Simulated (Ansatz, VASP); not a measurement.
One calculation of BP2, two programs

```xyz
3
Lattice="-1.8584 1.8584 3.5683 1.8584 -1.8584 3.5683 1.8584 1.8584 -3.5683" Properties=species:S:1:pos:R:3 pbc="T T T"
B     0.0000    0.0000    3.5683
P     0.0000    0.0000    1.7591
P     0.0000    0.0000    5.3775
```

Alike in both runs: functional PBE; k mesh 7 × 7 × 7; occupations gaussian, width 0.2 eV; no spin polarisation.

Ansatz relaxed the structure, and its values are those at the end. VASP's run is a single point on that final structure, the one shown.

|  | VASP | Ansatz |
| --- | --- | --- |
| version | VASP 6.6.1 | Ansatz 0.2.0 |
| potentials or method | VASP PAW PBE potentials, release 64 (B, P), cutoff 500 eV | scalar-relativistic, plane waves, PAW |
| valence electrons in the cell | 13 | 13 |

|  | VASP | Ansatz | Ansatz less VASP |
| --- | --- | --- | --- |
| gap on the k mesh at the Fermi level (eV) | none | none | - |
| pressure (GPa) | -0.1 | 0.0 | +0.14 |
| rms of the force components (eV/Å) | 0.003 | 0.006 | +0.0032 |

A gap of «none» marks a metal or a gap that the smearing closes.
